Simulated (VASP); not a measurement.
Wanted: the native input for a VASP 6.6.1 run.

| Item | Value |
| --- | --- |
| Task | single point |
| Functional | PBEsol |
| Potentials or basis | VASP PAW PBE potentials, release 64 (Ta_pv, Si) |
| Cutoff | 520 eV |
| k mesh | 12 × 12 × 12 |
| Occupations | gaussian, width 0.15 eV |
| Spin | no spin polarisation |
| Dipole correction | no |
| Further INCAR settings | ALGO = Fast; EDIFF = 1e-06; NBANDS = 35 |

The structure of Ta2Si lies in POSCAR:

```
Ta2Si
1.0
   -3.0683767195      3.0683767195      2.7214913103
    3.0683767195     -3.0683767195      2.7214913103
    3.0683767195      3.0683767195     -2.7214913103
Ta Si
4 2
Direct
    0.6630661939      0.8369338061      0.5000000000
    0.8369338061      0.3369338061      0.1738676123
    0.3369338061      0.1630661939      0.5000000000
    0.1630661939      0.6630661939      0.8261323878
    0.2500000000      0.2500000000      0.0000000000
    0.7500000000      0.7500000000      0.0000000000
```

This cell differs from its parent crystal: strain +0.000 along x and y, +0.080 along z.

These files were run (other wordings do the same):

INCAR

```
PREC = Accurate ; ENCUT = 520
EDIFF = 1E-6 ; ISMEAR = 0
SIGMA = 0.15 ; LREAL = F
LASPH = T ; NELM = 60
ALGO = Fast ; ISIF = 2
LWAVE = F ; LCHARG = F
GGA = PS ; NBANDS = 35
```

KPOINTS

```
Automatic mesh
0
Gamma
  12 12 12
```

Potentials or basis: VASP PAW PBE potentials, release 64 (Ta_pv, Si).

Command:

```bash
$ cat potpaw_PBE.64/Ta_pv/POTCAR potpaw_PBE.64/Si/POTCAR > POTCAR
$ mpirun -np 1 vasp_std > vasp.out
```

It gave:

```yaml
Pressure: -13.8 GPa
Largest_force: 0.130 eV/Å
Band_gap_on_the_k_mesh: zero (bands 26 and 27 overlap by 0.64 eV)
```

Caveat: the cell differs from its parent crystal (strain +0.000 along x and y, +0.080 along z); the cell stands under tension; the PAW data sets were made with another functional, which shifts forces and pressure a little; spin-orbit coupling is left out, which moves the levels of the heavy elements.

It took 13 min on 1 thread of Intel(R) Xeon(R) 6975P-C (Granite Rapids), with other jobs on the host, peak memory 0.57 GiB.
